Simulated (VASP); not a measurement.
# AlRu (P4/mmm) in VASP: a series of runs

The runs below take AlRu through single point, with PBE.

Everything below comes from runs of VASP 6.6.1. Logs are shortened: lines on timing, memory, paths and dates and some standing lists are left out, and cuts for length are marked.

### 1 The cell of the first run

Symmetry: P4/mmm, No. 123, tetragonal system. The conventional cell has a = 2.992 Å, b = 2.992 Å, c = 2.932 Å, α = 90.00°, β = 90.00°, γ = 90.00°. Within 3.4 Å of Al (site symmetry 4/mmm) lie 8 Ru at 2.57 Å and 6 Al at 2.93 to 2.99 Å. Within 3.4 Å of Ru (site symmetry 4/mmm) lie 8 Al at 2.57 Å and 6 Ru at 2.93 to 2.99 Å.

### 2 Single point, PBE

The input, INCAR:

```
SYSTEM = AlRu
ALGO = Normal ; EDIFF = 1E-7
ENCUT = 520 ; GGA = PE
ISIF = 2 ; ISMEAR = 1
LASPH = .True. ; LCHARG = .True.
LELF = .True. ; LREAL = .False.
LVHAR = .True. ; LWAVE = .False.
NBANDS = 16 ; NELM = 100
PREC = Accurate ; SIGMA = 0.15
```

The input, KPOINTS:

```
k-points
0
Gamma
  12 12 12
  0 0 0
```

The input, POSCAR:

```
AlRu
1.0
    2.9916000000      0.0000000000      0.0000000000
    0.0000000000      2.9916000000      0.0000000000
    0.0000000000      0.0000000000      2.9317680000
Al Ru
1 1
Direct
    0.0000000000      0.0000000000      0.0000000000
    0.5000000000      0.5000000000      0.5000000000
```

Potentials or basis: VASP PAW PBE potentials, release 64 (Al, Ru_pv).

Started as:

```sh
> cat potpaw_PBE.64/Al/POTCAR potpaw_PBE.64/Ru_pv/POTCAR > POTCAR
> mpirun -np 1 vasp_std > vasp.out
```

OUTCAR:

```text
SYSTEM = AlRu
   EDIFF = 1E-7
   ENCUT = 520
   GGA = PE
   ISIF = 2
   ISMEAR = 1
   LASPH = .True.
   LREAL = .False.
   NELM = 100
   PREC = Accurate

 ion  position               nearest neighbor table
   1  0.000  0.000  0.000-   2 2.57   2 2.57   2 2.57   2 2.57   2 2.57   2 2.57   2 2.57   2 2.57

   2  0.500  0.500  0.500-   1 2.57   1 2.57   1 2.57   1 2.57   1 2.57   1 2.57   1 2.57   1 2.57

  LATTYP: Found a simple tetragonal cell.
 ALAT       =     2.9916000000
 C/A-ratio  =     0.9800000000

  Lattice vectors:

 A1 = (   2.9916000000,   0.0000000000,   0.0000000000)
 A2 = (   0.0000000000,   2.9916000000,   0.0000000000)
 A3 = (   0.0000000000,   0.0000000000,   2.9317680000)

Analysis of symmetry for initial positions (statically):
=====================================================================
 Subroutine PRICEL returns:
 Original cell was already a primitive cell.

 Routine SETGRP: Setting up the symmetry group for a
 simple tetragonal supercell.

 Subroutine GETGRP returns: Found 16 space group operations
 (whereof 16 operations were pure point group operations)
 out of a pool of 16 trial point group operations.

The static configuration has the point symmetry D_4h.

Analysis of symmetry for dynamics (positions and initial velocities):
=====================================================================
 Subroutine PRICEL returns:
 Original cell was already a primitive cell.

 Routine SETGRP: Setting up the symmetry group for a
 simple tetragonal supercell.

 Subroutine GETGRP returns: Found 16 space group operations
 (whereof 16 operations were pure point group operations)
 out of a pool of 16 trial point group operations.

The dynamic configuration has the point symmetry D_4h.

 Subroutine INISYM returns: Found 16 space group operations
 (whereof 16 operations are pure point group operations),
 and found     1 'primitive' translations

----------------------------------------------------------------------------------------

                                     Primitive cell

  volume of cell :      26.2384

  direct lattice vectors                    reciprocal lattice vectors
     2.991600000  0.000000000  0.000000000     0.334269287  0.000000000  0.000000000
     0.000000000  2.991600000  0.000000000     0.000000000  0.334269287  0.000000000
     0.000000000  0.000000000  2.931768000     0.000000000  0.000000000  0.341091110

  length of vectors
     2.991600000  2.991600000  2.931768000     0.334269287  0.334269287  0.341091110

  position of ions in fractional coordinates (direct lattice)
     0.000000000  0.000000000  0.000000000
     0.500000000  0.500000000  0.500000000

  ion indices of the primitive-cell ions
   primitive index   ion index
                 1           1
                 2           2

----------------------------------------------------------------------------------------

 KPOINTS: k-points

Automatic generation of k-mesh.
 Grid dimensions read from file:
 generate k-points for:   12   12   12

 Generating k-lattice:

  Cartesian coordinates                     Fractional coordinates (reciprocal lattice)
     0.027855774  0.000000000  0.000000000     0.083333333  0.000000000  0.000000000
     0.000000000  0.027855774  0.000000000     0.000000000  0.083333333  0.000000000
     0.000000000  0.000000000  0.028424259     0.000000000  0.000000000  0.083333333

  Length of vectors
     0.027855774  0.027855774  0.028424259

  Shift w.r.t. Gamma in fractional coordinates (k-lattice)
     0.000000000  0.000000000  0.000000000

 Subroutine IBZKPT returns following result:
 ===========================================

 Found    196 irreducible k-points:

 Following reciprocal coordinates:
            Coordinates               Weight
  0.000000  0.000000  0.000000      1.000000
  0.083333  0.000000  0.000000      4.000000
  0.166667  0.000000  0.000000      4.000000
  0.250000  0.000000  0.000000      4.000000
  0.333333  0.000000  0.000000      4.000000
  0.416667  0.000000  0.000000      4.000000
[... 16 lines left out ...]
  0.333333  0.333333  0.000000      4.000000
  0.416667  0.333333  0.000000      8.000000
 [... further k-points ...]
   k-points           NKPTS =    196   k-points in BZ     NKDIM =    196   number of bands    NBANDS=     16
   number of dos      NEDOS =    301   number of ions     NIONS =      2
   total plane-waves  NPLWV =  13824
   dimension x,y,z NGX =    24 NGY =   24 NGZ =   24
   dimension x,y,z NGXF=    48 NGYF=   48 NGZF=   48
   ions per type =               1   1
   NGX,Y,Z   is equivalent  to a cutoff of  13.34, 13.34, 13.61 a.u.
   NGXF,Y,Z  is equivalent  to a cutoff of  26.67, 26.67, 27.22 a.u.
 SYSTEM =  AlRu
   PREC   = accura    normal or accurate (medium, high low for compatibility)
   ISTART =      0    job   : 0-new  1-cont  2-samecut
   ICHARG =      2    charge: 1-file 2-atom 10-const
   ISPIN  =      1    spin polarized calculation?
   LNONCOLLINEAR =      F non collinear calculations
   LSORBIT =      F    spin-orbit coupling
   LASPH  =      T    aspherical Exc in radial PAW
   ENCUT  =  520.0 eV  38.22 Ry    6.18 a.u.   5.56  5.56  5.45*2*pi/ulx,y,z
   NELM   =    100;   NELMIN=  2; NELMDL= -5     # of ELM steps
   EDIFF  = 0.1E-06   stopping-criterion for ELM
   LREAL  =      F    real-space projection
   EDIFFG = 0.1E-05   stopping-criterion for IOM
   NSW    =      0    number of steps for IOM
   IBRION =     -1    ionic relax: 0-MD 1-quasi-New 2-CG
   NFREE  =      0    steps in history (QN), initial steepest desc. (CG)
   ISIF   =      2    stress and relaxation
   ISYM   =      2    0-nonsym 1-usesym 2-fastsym
   POTIM  = 0.5000    time-step for ionic-motion
   TEBEG  =    0.0;   TEEND  =   0.0 temperature during run
   PSTRESS=    0.0 pullay stress
   NELECT =      17.0000    total number of electrons
   NUPDOWN=      -1.0000    fix difference up-down
   EMIN   =  10.00;   EMAX   =-10.00  energy-range for DOS
   EFERMI =   0.00;   METHOD = LEGACY
   ISMEAR =     1;   SIGMA  =   0.15  broadening in eV -4-tet -1-fermi 0-gaus
   EFERMI_NEDOS =   21; number of points for ismear=-14 and -15
   IALGO  =     38    algorithm
   IMIX   =      4    mixing-type and parameters
     AMIX     =   0.40;   BMIX     =  1.00
     AMIX_MAG =   1.60;   BMIX_MAG =  1.00
  volume/ion in A,a.u.               =      13.12        88.53
  Fermi-wavevector in a.u.,A,eV,Ry     =   1.416595  2.676976 27.303360  2.006740
  Thomas-Fermi vector in A             =   2.537913
   LORBIT       =      0    0 simple, 1 ext, 2 COOP (PROOUT), +10 PAW based schemes
   GGA     = PE    functional components
   LHFCALC =     F    Hartree Fock is set to
   AEXX    =    0.0000 exact exchange contribution
   IVDW    =     0    specifies the selected vdW correction
   LEPSILON=     F    determine dielectric tensor
   LRPA    =     F    only Hartree local field effects (RPA)
 non-spin polarized calculation
 Methfessel and Paxton  Order N= 1 SIGMA  =   0.15
  energy-cutoff  :      520.00
  volume of cell :       26.24
 maximum number of plane-waves:       731
 NGX is ok and might be reduce to    24
   NGX = 11   NGY = 11   NGZ = 11

 number of electron      16.9999998 magnetization

 Free energy of the ion-electron system (eV)
  ---------------------------------------------------
  ext. energy  EPLUGINS =         0.00000000
  ---------------------------------------------------
  free energy    TOTEN  =       -14.24283923 eV

  energy without entropy =      -14.24340648  energy(sigma->0) =      -14.24302832

 E-fermi :  10.9957     XC(G=0): -12.6704

 val. band max:       10.9922644374   @ k =   0.4167   0.3333   0.1667
 cond. band min:      11.0039448736   @ k =   0.4167   0.1667   0.0000
 fundamental gap:      0.0116804362
 Fermi energy:        10.9956684956

 k-point     1 :       0.0000    0.0000    0.0000
  band No.  band energies     occupation
      1     -30.7807      2.00000
      2     -30.7807      2.00000
      3     -30.7501      2.00000
      4       1.2105      2.00000
      5       7.3214      2.00000
      6       7.3334      2.00000
[... 8 lines left out ...]
     15      23.1151      0.00000
     16      26.5173      0.00000

 k-point     2 :       0.0833    0.0000    0.0000
  band No.  band energies     occupation
      1     -30.7951      2.00000
      2     -30.7795      2.00000
      3     -30.7490      2.00000
      4       1.3447      2.00000
      5       7.3664      2.00000
      6       7.3781      2.00000
[... 8 lines left out ...]
     15      23.1153      0.00000
     16      26.9027      0.00000

 k-point     3 :       0.1667    0.0000    0.0000
  band No.  band energies     occupation
      1     -30.8342      2.00000
      2     -30.7763      2.00000
      3     -30.7458      2.00000
      4       1.7388      2.00000
      5       7.4455      2.00000
      6       7.5083      2.00000
[... 8 lines left out ...]
     15      23.4565      0.00000
     16      28.1377      0.00000

 k-point     4 :       0.2500    0.0000    0.0000
  band No.  band energies     occupation
      1     -30.8872      2.00000
      2     -30.7717      2.00000
      3     -30.7413      2.00000
      4       2.3684      2.00000
      5       7.3989      2.00000
      6       7.6986      2.00000
[... 8 lines left out ...]
     15      24.0242      0.00000
     16      27.4982      0.00000
[... 324 lines left out ...]
 k-point    22 :       0.5000    0.2500    0.0000
  band No.  band energies     occupation
      1     -30.9786      2.00000
      2     -30.8646      2.00000
      3     -30.7236      2.00000
      4       5.1202      2.00000
      5       6.2501      2.00000
      6       8.7101      2.00000
[... 8 lines left out ...]
     15      23.1165      0.00000
     16      25.1545      0.00000

 k-point    23 :       0.3333    0.3333    0.0000
  band No.  band energies     occupation
      1     -30.9231      2.00000
      2     -30.9193      2.00000
      3     -30.7236      2.00000
      4       4.4870      2.00000
      5       7.0386      2.00000
      6       8.7341      2.00000
[... 8 lines left out ...]
     15      23.8036      0.00000
     16      26.2772      0.00000

 k-point    24 :       0.4167    0.3333    0.0000
  band No.  band energies     occupation
      1     -30.9583      2.00000
      2     -30.9166      2.00000
      3     -30.7203      2.00000
      4       4.8318      2.00000
      5       6.9798      2.00000
      6       8.9769      2.00000
[... 8 lines left out ...]
     15      23.6313      0.00000
     16      26.6480      0.00000

 [... further k-points ...]
[... 5 lines left out ...]
  --------------------------------------------------------------------------------------
  -------------------------------------------------------------------------------------
  Total        0.9274720      0.9274720      1.5718846      0.0000000      0.0000000      0.0000000
  in kB       56.6336716     56.6336716     95.9830589      0.0000000      0.0000000      0.0000000
  external PRESSURE =      69.7501340 kB  Pullay stress =       0.0000000 kB

 VOLUME and BASIS-vectors are now :
 -----------------------------------------------------------------------------
  energy-cutoff  :      520.00
  volume of cell :       26.24
      direct lattice vectors                 reciprocal lattice vectors
     2.991600000  0.000000000  0.000000000     0.334269287  0.000000000  0.000000000
     0.000000000  2.991600000  0.000000000     0.000000000  0.334269287  0.000000000
     0.000000000  0.000000000  2.931768000     0.000000000  0.000000000  0.341091110

 POSITION                                       TOTAL-FORCE (eV/Angst)
 -----------------------------------------------------------------------------------
      0.00000      0.00000      0.00000         0.000000      0.000000      0.000000
      1.49580      1.49580      1.46588         0.000000      0.000000      0.000000
 -----------------------------------------------------------------------------------
    total drift:                                0.000000     -0.000000     -0.000000

  FREE ENERGIE OF THE ION-ELECTRON SYSTEM (eV)
  ---------------------------------------------------
  free  energy   TOTEN  =       -14.2428392328 eV

  energy  without entropy=      -14.2434064815  energy(sigma->0) =      -14.24302832
```

Run time: 80 s. Hardware: 1 thread of Intel Xeon 8259CL, shared host; peak memory 0.2 GiB.

What came out:

* Free energy: -14.2428 eV
* Pressure: 7.0 GPa
* Band gap on the k mesh: zero (an odd number of electrons rules out a gap without spin polarisation)

Caveat: the cell stands under pressure.

### 3 Single point, PBE

This run uses another cell than the first one, of 13.25 Å³/atom.

The input, INCAR:

```
  PREC = Accurate
  ENCUT = 520
  EDIFF = 1E-6
  ISMEAR = 1
  SIGMA = 0.15
  LREAL = F
  LASPH = T
  NELM = 100
  ALGO = Normal
  ISIF = 2
  LWAVE = F
  LCHARG = T
  GGA = PE
  LELF = T
  LVHAR = T
  NBANDS = 16
```

The input, KPOINTS:

```
regular mesh
0
Gamma
  12 12 12
```

Edit POSCAR of step 2 so:

```diff
@@ -4,3 +4,3 @@
     0.0000000000      2.9916000000      0.0000000000
-    0.0000000000      0.0000000000      2.9317680000
+    0.0000000000      0.0000000000      2.9616840000
 Al Ru
```

Potentials or basis: VASP PAW PBE potentials, release 64 (Al, Ru_pv).

Started as:

```sh
> cat potpaw_PBE.64/Al/POTCAR potpaw_PBE.64/Ru_pv/POTCAR > POTCAR
> mpirun -np 1 vasp_std > vasp.out
```

Run time: 51 s. Hardware: 1 thread of Intel Xeon 8259CL, shared host; peak memory 0.2 GiB.

It converged, with:

* Free energy: -14.2558 eV
* Pressure: 4.6 GPa
* Band gap on the k mesh: zero (an odd number of electrons rules out a gap without spin polarisation)

Stress tensor (GPa, compression positive):
```
3.97 0.00 0.00
0.00 3.97 0.00
0.00 0.00 5.87
```

Levels at points of the mesh, in eV from the Fermi level:
```tsv
k point	band 6	band 7	band 8	band 9	band 10	band 11	band 12	band 13
(0.00, 0.00, 0.00)	-3.61	0.15	0.21	0.21	6.04	6.04	6.35	11.02
(0.50, 0.00, 0.00)	-2.81	-1.65	-1.53	0.46	2.28	7.45	11.01	11.27
(0.50, 0.50, 0.00)	-1.40	-1.40	-1.11	-1.11	1.53	5.30	6.30	10.84
(0.00, 0.00, 0.50)	-2.77	-1.66	-1.66	0.42	2.46	7.45	11.01	11.01
(0.50, 0.00, 0.50)	-1.38	-1.31	-1.22	-1.19	1.59	5.44	6.37	10.61
(0.50, 0.50, 0.50)	-4.67	1.63	1.70	2.65	4.15	4.15	4.22	8.54
```

Caveat: the cell stands under pressure.

(Continued in part 2 of 2.)
